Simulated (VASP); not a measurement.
# SrTiO3 (Tausonite) (Pm-3m) in VASP: a series of runs

SrTiO3 (Tausonite) is run at these levels: PBEsol; tasks: single point, relaxation of cell and atoms.

Program: VASP 6.6.1. These are calculated values, not measurements. Logs are shortened: lines on timing, memory, paths and dates and some standing lists are left out, and cuts for length are marked.

## 1. The cell of the first run

The structure is cubic, space group Pm-3m (No. 221). The conventional cell has a = 3.891 Å, b = 3.891 Å, c = 3.891 Å, α = 90.00°, β = 90.00°, γ = 90.00°. Sr (site symmetry m-3m) has 12 O at 2.75 Å and 8 Ti at 3.37 Å within 3.6 Å. Ti (site symmetry m-3m) has 6 O at 1.95 Å within 2.6 Å. Within 2.6 Å of O (site symmetry 4/mmm) lie 2 Ti at 1.95 Å.

## 2. Single point, PBEsol

Input file INCAR:

```
SYSTEM = SrTiO3
PREC = Accurate ; ENCUT = 520
EDIFF = 1E-6 ; ISMEAR = 0
SIGMA = 0.02 ; LREAL = .FALSE.
LASPH = .TRUE. ; NELM = 80
ALGO = Normal ; ISIF = 2
LWAVE = .FALSE. ; LCHARG = .TRUE.
GGA = PS ; LELF = .TRUE.
LVHAR = .TRUE. ; NBANDS = 28
```

Input file KPOINTS:

```
Automatic mesh
0
G
  8 8 8
  0 0 0
```

Input file POSCAR:

```
SrTiO3
1.0
    3.8911338106      0.0000000000      0.0000000000
    0.0000000000      3.8911338106      0.0000000000
    0.0000000000      0.0000000000      3.8911338106
Sr Ti O
1 1 3
Direct
    0.5000000000      0.5000000000      0.5000000000
    0.0000000000      0.0000000000      0.0000000000
    0.5000000000      0.0000000000      0.0000000000
    0.0000000000      0.5000000000      0.0000000000
    0.0000000000      0.0000000000      0.5000000000
```

Potentials or basis: VASP PAW PBE potentials, release 64 (Sr_sv, Ti_sv, O).

Launch:

```console
$ cat potpaw_PBE.64/Sr_sv/POTCAR potpaw_PBE.64/Ti_sv/POTCAR potpaw_PBE.64/O/POTCAR > POTCAR
$ mpirun -np 1 vasp_std > vasp.out
```

OUTCAR:

```text
SYSTEM = SrTiO3
   PREC = Accurate
   ENCUT = 520
   EDIFF = 1E-6
   ISMEAR = 0
   LREAL = .FALSE.
   LASPH = .TRUE.
   NELM = 80
   ISIF = 2
   GGA = PS

 ion  position               nearest neighbor table
   1  0.500  0.500  0.500-   3 2.75   4 2.75   5 2.75   3 2.75   4 2.75   3 2.75   5 2.75   3 2.75
                             4 2.75   5 2.75   4 2.75   5 2.75   2 3.37   2 3.37   2 3.37   2 3.37
   2  0.000  0.000  0.000-   3 1.95   4 1.95   5 1.95   5 1.95   4 1.95   3 1.95   1 3.37   1 3.37
                             1 3.37   1 3.37   1 3.37   1 3.37   1 3.37   1 3.37
   3  0.500  0.000  0.000-   2 1.95   2 1.95   1 2.75   1 2.75   1 2.75   1 2.75
   4  0.000  0.500  0.000-   2 1.95   2 1.95   1 2.75   1 2.75   1 2.75   1 2.75
   5  0.000  0.000  0.500-   2 1.95   2 1.95   1 2.75   1 2.75   1 2.75   1 2.75

  LATTYP: Found a simple cubic cell.
 ALAT       =     3.8911338106

  Lattice vectors:

 A1 = (   3.8911338106,   0.0000000000,   0.0000000000)
 A2 = (   0.0000000000,   3.8911338106,   0.0000000000)
 A3 = (   0.0000000000,   0.0000000000,   3.8911338106)

Analysis of symmetry for initial positions (statically):
=====================================================================
 Subroutine PRICEL returns:
 Original cell was already a primitive cell.

 Routine SETGRP: Setting up the symmetry group for a
 simple cubic supercell.

 Subroutine GETGRP returns: Found 48 space group operations
 (whereof 48 operations were pure point group operations)
 out of a pool of 48 trial point group operations.

The static configuration has the point symmetry O_h .

Analysis of symmetry for dynamics (positions and initial velocities):
=====================================================================
 Subroutine PRICEL returns:
 Original cell was already a primitive cell.

 Routine SETGRP: Setting up the symmetry group for a
 simple cubic supercell.

 Subroutine GETGRP returns: Found 48 space group operations
 (whereof 48 operations were pure point group operations)
 out of a pool of 48 trial point group operations.

The dynamic configuration has the point symmetry O_h .

 Subroutine INISYM returns: Found 48 space group operations
 (whereof 48 operations are pure point group operations),
 and found     1 'primitive' translations

----------------------------------------------------------------------------------------

[... 99 lines left out ...]
   LREAL  =      F    real-space projection
   EDIFFG = 0.1E-04   stopping-criterion for IOM
   NSW    =      0    number of steps for IOM
   IBRION =     -1    ionic relax: 0-MD 1-quasi-New 2-CG
   NFREE  =      0    steps in history (QN), initial steepest desc. (CG)
   ISIF   =      2    stress and relaxation
   ISYM   =      2    0-nonsym 1-usesym 2-fastsym
   POTIM  = 0.5000    time-step for ionic-motion
   TEBEG  =    0.0;   TEEND  =   0.0 temperature during run
   PSTRESS=    0.0 pullay stress
   NELECT =      40.0000    total number of electrons
   NUPDOWN=      -1.0000    fix difference up-down
   EMIN   =  10.00;   EMAX   =-10.00  energy-range for DOS
   EFERMI =   0.00;   METHOD = LEGACY
   ISMEAR =     0;   SIGMA  =   0.02  broadening in eV -4-tet -1-fermi 0-gaus
   EFERMI_NEDOS =   21; number of points for ismear=-14 and -15
   IALGO  =     38    algorithm
   IMIX   =      4    mixing-type and parameters
     AMIX     =   0.40;   BMIX     =  1.00
     AMIX_MAG =   1.60;   BMIX_MAG =  1.00
  volume/ion in A,a.u.               =      11.78        79.52
  Fermi-wavevector in a.u.,A,eV,Ry     =   1.438860  2.719052 28.168404  2.070319
  Thomas-Fermi vector in A             =   2.557780
   LORBIT       =      0    0 simple, 1 ext, 2 COOP (PROOUT), +10 PAW based schemes
   GGA     = PS    functional components
   LHFCALC =     F    Hartree Fock is set to
   AEXX    =    0.0000 exact exchange contribution
   IVDW    =     0    specifies the selected vdW correction
   LEPSILON=     F    determine dielectric tensor
   LRPA    =     F    only Hartree local field effects (RPA)
 non-spin polarized calculation
 Gauss-broadening in eV      SIGMA  =   0.02
  energy-cutoff  :      520.00
  volume of cell :       58.92
 maximum number of plane-waves:      1622
 NGX is ok and might be reduce to    30
   NGX = 15   NGY = 15   NGZ = 15

 number of electron      40.0000013 magnetization

 Free energy of the ion-electron system (eV)
  ---------------------------------------------------
  ext. energy  EPLUGINS =         0.00000000
  ---------------------------------------------------
  free energy    TOTEN  =       -42.01576213 eV

  energy without entropy =      -42.01576213  energy(sigma->0) =      -42.01576213

 E-fermi :   4.2919     XC(G=0): -11.5967

 val. band max:        4.1136440372   @ k =   0.5000   0.5000   0.5000
 cond. band min:       5.9334933477   @ k =   0.0000   0.0000   0.0000
 fundamental gap:      1.8198493105
 Fermi energy:         4.2918798758

 k-point     1 :       0.0000    0.0000    0.0000
  band No.  band energies     occupation
      1     -52.0428      2.00000
      2     -28.4998      2.00000
      3     -28.4121      2.00000
      4     -28.4121      2.00000
      5     -28.4121      2.00000
      6     -13.2853      2.00000
[... 733 lines left out ...]
     27      12.3677      0.00000
     28      12.8758      0.00000

 [... further k-points ...]

------------------------ aborting loop because EDIFF is reached ----------------------------------------

  FORCE on cell =-STRESS in cart. coord.  units (eV):
  Direction    XX          YY          ZZ          XY          YZ          ZX
  --------------------------------------------------------------------------------------
  -------------------------------------------------------------------------------------
  Total        0.2463103      0.2463103      0.2463103     -0.0000000     -0.0000000      0.0000000
  in kB        6.6983002      6.6983002      6.6983002     -0.0000000     -0.0000000      0.0000000
  external PRESSURE =       6.6983002 kB  Pullay stress =       0.0000000 kB

 VOLUME and BASIS-vectors are now :
 -----------------------------------------------------------------------------
  energy-cutoff  :      520.00
  volume of cell :       58.92
      direct lattice vectors                 reciprocal lattice vectors
     3.891133811  0.000000000  0.000000000     0.256994503  0.000000000  0.000000000
     0.000000000  3.891133811  0.000000000     0.000000000  0.256994503  0.000000000
     0.000000000  0.000000000  3.891133811     0.000000000  0.000000000  0.256994503

 POSITION                                       TOTAL-FORCE (eV/Angst)
 -----------------------------------------------------------------------------------
      1.94557      1.94557      1.94557         0.000000      0.000000      0.000000
      0.00000      0.00000      0.00000         0.000000      0.000000      0.000000
      1.94557      0.00000      0.00000         0.000000      0.000000      0.000000
      0.00000      1.94557      0.00000         0.000000      0.000000      0.000000
      0.00000      0.00000      1.94557         0.000000      0.000000      0.000000
 -----------------------------------------------------------------------------------
    total drift:                               -0.000000     -0.000000      0.000000

  FREE ENERGIE OF THE ION-ELECTRON SYSTEM (eV)
  ---------------------------------------------------
  free  energy   TOTEN  =       -42.0157621289 eV

  energy  without entropy=      -42.0157621289  energy(sigma->0) =      -42.01576213
```

stdout:

```text
POSCAR found type information on POSCAR SrTiO
 POSCAR found :  3 types and       5 ions
 scaLAPACK will be used
 -----------------------------------------------------------------------------
|                                                                             |
|                                                                             |
|     You enforced a specific xc type in the INCAR file but a different       |
|     I HOPE YOU KNOW WHAT YOU ARE DOING!                                     |
|                                                                             |
 -----------------------------------------------------------------------------

 LDA part: xc-table for (Slater+PW92), standard interpolation
 POSCAR, INCAR and KPOINTS ok, starting setup
 FFT: planning ... GRIDC
 FFT: planning ... GRID_SOFT
 FFT: planning ... GRID
 WAVECAR not read
 entering main loop
```

Wall time 30 s (1 thread of AMD EPYC 9R45 (Zen 5), shared host); peak memory 0.18 GiB.

Results:

- Free energy: -42.0158 eV
- Pressure: 0.7 GPa
- Band gap on the k mesh: 1.82 eV, indirect (least direct gap 2.17 eV)

Caveat: the PAW data sets were made with another functional, which shifts forces and pressure a little.

## 3. Relaxation of cell and atoms, PBEsol

This run uses another cell than the first one, of 12.20 Å³/atom, 1.035 times its volume.

Input file INCAR:

```
  ALGO = Normal
  EDIFF = 1E-6
  EDIFFG = -0.005
  ENCUT = 600
  GGA = PS
  IBRION = 2
  ISIF = 3
  ISMEAR = 0
  LASPH = T
  LCHARG = F
  LREAL = F
  LWAVE = F
  NELM = 100
  NSW = 70
  PREC = Accurate
  SIGMA = 0.02
```

Input file KPOINTS:

```
k-points
0
Gamma
  8 8 8
```

POSCAR: that of step 2 with these lines changed.

```diff
@@ -2,5 +2,5 @@
 1.0
-    3.8911338106      0.0000000000      0.0000000000
-    0.0000000000      3.8911338106      0.0000000000
-    0.0000000000      0.0000000000      3.8911338106
+    3.9364041142      0.0000000000      0.0000000000
+    0.0000000000      3.9364041142      0.0000000000
+    0.0000000000      0.0000000000      3.9364041142
 Sr Ti O
```

Potentials or basis: VASP PAW PBE potentials, release 64 (Sr_sv, Ti_sv, O).

Launch:

```console
$ cat potpaw_PBE.64/Sr_sv/POTCAR potpaw_PBE.64/Ti_sv/POTCAR potpaw_PBE.64/O/POTCAR > POTCAR
$ mpirun -np 1 vasp_std > vasp.out
```

OUTCAR:

```text
EDIFF = 1E-6
   EDIFFG = -0.005
   ENCUT = 600
   GGA = PS
   IBRION = 2
   ISIF = 3
   ISMEAR = 0
   LASPH = T
   LREAL = F
   NELM = 100
   NSW = 70
   PREC = Accurate

 ion  position               nearest neighbor table
   1  0.500  0.500  0.500-   3 2.78   4 2.78   5 2.78   3 2.78   4 2.78   3 2.78   5 2.78   3 2.78
                             4 2.78   5 2.78   4 2.78   5 2.78   2 3.41   2 3.41   2 3.41   2 3.41
   2  0.000  0.000  0.000-   3 1.97   4 1.97   5 1.97   5 1.97   4 1.97   3 1.97   1 3.41   1 3.41
                             1 3.41   1 3.41   1 3.41   1 3.41   1 3.41   1 3.41
   3  0.500  0.000  0.000-   2 1.97   2 1.97   1 2.78   1 2.78   1 2.78   1 2.78
   4  0.000  0.500  0.000-   2 1.97   2 1.97   1 2.78   1 2.78   1 2.78   1 2.78
   5  0.000  0.000  0.500-   2 1.97   2 1.97   1 2.78   1 2.78   1 2.78   1 2.78

  LATTYP: Found a simple cubic cell.
 ALAT       =     3.9364041142

  Lattice vectors:

 A1 = (   3.9364041142,   0.0000000000,   0.0000000000)
 A2 = (   0.0000000000,   3.9364041142,   0.0000000000)
 A3 = (   0.0000000000,   0.0000000000,   3.9364041142)

Analysis of symmetry for initial positions (statically):
=====================================================================
 Subroutine PRICEL returns:
 Original cell was already a primitive cell.

 Routine SETGRP: Setting up the symmetry group for a
 simple cubic supercell.

 Subroutine GETGRP returns: Found 48 space group operations
 (whereof 48 operations were pure point group operations)
 out of a pool of 48 trial point group operations.

The static configuration has the point symmetry O_h .

Analysis of symmetry for dynamics (positions and initial velocities):
=====================================================================
 Subroutine PRICEL returns:
 Original cell was already a primitive cell.

 Routine SETGRP: Setting up the symmetry group for a
 simple cubic supercell.

 Subroutine GETGRP returns: Found 48 space group operations
 (whereof 48 operations were pure point group operations)
 out of a pool of 48 trial point group operations.

The dynamic configuration has the point symmetry O_h .

 Subroutine INISYM returns: Found 48 space group operations
[... 136 lines left out ...]
 Gauss-broadening in eV      SIGMA  =   0.02
  energy-cutoff  :      600.00
  volume of cell :       61.00
 maximum number of plane-waves:      2048
 NGX is ok and might be reduce to    32
   NGX = 15   NGY = 15   NGZ = 15

--------------------------------------- Ionic step        1  -------------------------------------------

 number of electron      39.9999974 magnetization

 Free energy of the ion-electron system (eV)
  ---------------------------------------------------
  ext. energy  EPLUGINS =         0.00000000
  ---------------------------------------------------
  free energy    TOTEN  =       -41.99233192 eV

  energy without entropy =      -41.99233192  energy(sigma->0) =      -41.99233192

------------------------ aborting loop because EDIFF is reached ----------------------------------------

  FORCE on cell =-STRESS in cart. coord.  units (eV):
  Direction    XX          YY          ZZ          XY          YZ          ZX
  --------------------------------------------------------------------------------------
  -------------------------------------------------------------------------------------
  Total       -2.1119290     -2.1119290     -2.1119290     -0.0000000     -0.0000000      0.0000000
  in kB      -55.4741757    -55.4741757    -55.4741757     -0.0000000     -0.0000000      0.0000000
  external PRESSURE =     -55.4741757 kB  Pullay stress =       0.0000000 kB
[... 65 lines left out ...]
--------------------------------------- Ionic step        3  -------------------------------------------

 number of electron      39.9999982 magnetization

 Free energy of the ion-electron system (eV)
  ---------------------------------------------------
  ext. energy  EPLUGINS =         0.00000000
  ---------------------------------------------------
  free energy    TOTEN  =       -42.02650147 eV

  energy without entropy =      -42.02650147  energy(sigma->0) =      -42.02650147

 E-fermi :   4.2729     XC(G=0): -11.5815

 val. band max:        4.0885952925   @ k =   0.5000   0.5000   0.5000
 cond. band min:       5.9044734546   @ k =   0.0000   0.0000   0.0000
 fundamental gap:      1.8158781621
 Fermi energy:         4.2729342789

 k-point     1 :       0.0000    0.0000    0.0000
  band No.  band energies     occupation
      1     -52.0791      2.00000
      2     -28.5313      2.00000
      3     -28.4468      2.00000
      4     -28.4468      2.00000
      5     -28.4468      2.00000
      6     -13.2996      2.00000
[... 637 lines left out ...]
     23       8.2735      0.00000
     24       9.9449      0.00000

 [... further k-points ...]

------------------------ aborting loop because EDIFF is reached ----------------------------------------

  FORCE on cell =-STRESS in cart. coord.  units (eV):
  Direction    XX          YY          ZZ          XY          YZ          ZX
  --------------------------------------------------------------------------------------
  -------------------------------------------------------------------------------------
  Total       -0.0115356     -0.0115356     -0.0115356     -0.0000000      0.0000000      0.0000000
  in kB       -0.3128341     -0.3128341     -0.3128341     -0.0000000      0.0000000      0.0000000
  external PRESSURE =      -0.3128341 kB  Pullay stress =       0.0000000 kB
[... 20 lines left out ...]
  FREE ENERGIE OF THE ION-ELECTRON SYSTEM (eV)
  ---------------------------------------------------
  free  energy   TOTEN  =       -42.0265014711 eV

  energy  without entropy=      -42.0265014711  energy(sigma->0) =      -42.02650147

 reached required accuracy - stopping structural energy minimisation
```

OSZICAR:

```text
N       E                     dE             d eps       ncg     rms          rms(c)
DAV:   1     0.464221787526E+03    0.46422E+03   -0.23072E+04  1680   0.199E+03
DAV:   2    -0.143428166494E+01   -0.46566E+03   -0.45915E+03  1968   0.514E+02
DAV:   3    -0.493413546822E+02   -0.47907E+02   -0.46332E+02  2048   0.155E+02
[... 32 lines left out ...]
DAV:   6    -0.420258996253E+02   -0.14157E-02   -0.28071E-03  2312   0.308E-01    0.220E-01
DAV:   7    -0.420264601269E+02   -0.56050E-03   -0.13817E-03  2808   0.193E-01    0.474E-02
DAV:   8    -0.420264928749E+02   -0.32748E-04   -0.67757E-05  1992   0.596E-02    0.176E-02
DAV:   9    -0.420265010106E+02   -0.81357E-05   -0.38588E-05  2576   0.473E-02    0.499E-03
DAV:  10    -0.420265014711E+02   -0.46055E-06   -0.39080E-06  1576   0.135E-02
   3 F= -.42026501E+02 E0= -.42026501E+02  d E =-.341695E-01
```

CONTCAR:

```text
SrTiO3
   1.00000000000000
     3.8947464746520963    0.0000000000000000    0.0000000000000000
    -0.0000000000000000    3.8947464746520963    0.0000000000000000
    -0.0000000000000000   -0.0000000000000000    3.8947464746520963
  Sr              Ti              O
     1     1     3
Direct
     0.5000000000000000    0.5000000000000000    0.5000000000000000
     0.0000000000000000    0.0000000000000000    0.0000000000000000
     0.5000000000000000    0.0000000000000000    0.0000000000000000
     0.0000000000000000    0.5000000000000000    0.0000000000000000
     0.0000000000000000    0.0000000000000000    0.5000000000000000

  0.00000000E+00  0.00000000E+00  0.00000000E+00
  0.00000000E+00  0.00000000E+00  0.00000000E+00
  0.00000000E+00  0.00000000E+00  0.00000000E+00
  0.00000000E+00  0.00000000E+00  0.00000000E+00
  0.00000000E+00  0.00000000E+00  0.00000000E+00
```

Wall time 68 s (1 thread of AMD EPYC 9R45 (Zen 5), shared host); peak memory 0.2 GiB.

What came out:

```yaml
Free_energy: -42.0265 eV
Relaxed_volume: 11.82 Å³/atom
Relaxed_cell: a = 3.895 Å, b = 3.895 Å, c = 3.895 Å, α = 90.00°, β = 90.00°, γ = 90.00°
Space_group_after_relaxing_to_0.05_Å: Pm-3m (No. 221)
Energy_gained_by_relaxing: 6.8 meV/atom
Ionic_steps: 3
Pressure_after_relaxing: 0.0 GPa
Band_gap_on_the_k_mesh: 1.82 eV, indirect (least direct gap 2.17 eV)
```

Step by step:
```
step  energy change (eV)  largest force (eV/Å)  pressure (GPa)  volume (Å³)
   1              0.0000                0.0000           -5.55        61.00
   2             -0.0035                0.0000            5.86        57.34
   3             -0.0342                0.0000           -0.03        59.08
```

Final structure:
```xyz
5
Lattice="3.8947 0.0000 0.0000 0.0000 3.8947 0.0000 0.0000 0.0000 3.8947" Properties=species:S:1:pos:R:3 pbc="T T T"
Sr    1.9474    1.9474    1.9474
Ti    0.0000    0.0000    0.0000
O     1.9474    0.0000    0.0000
O     0.0000    1.9474    0.0000
O     0.0000    0.0000    1.9474
```

Levels at points of the mesh, in eV from the valence-band top:
```
           k point  band 16  band 17  band 18  band 19  band 20  band 21  band 22  band 23  band 24
(0.00, 0.00, 0.00)    -1.20    -1.20    -0.35    -0.35    -0.35     1.82     1.82     1.82     4.39
(0.50, 0.00, 0.00)    -2.41    -2.41    -2.06    -0.74    -0.74     2.00     3.82     3.82     4.41
(0.50, 0.50, 0.00)    -2.94    -1.74    -1.60    -1.60    -0.10     3.83     3.83     4.28     5.38
(0.50, 0.50, 0.50)    -3.80    -3.80     0.00     0.00     0.00     4.52     4.52     4.52     6.89
```

Caveat: the PAW data sets were made with another functional, which shifts forces and pressure a little.
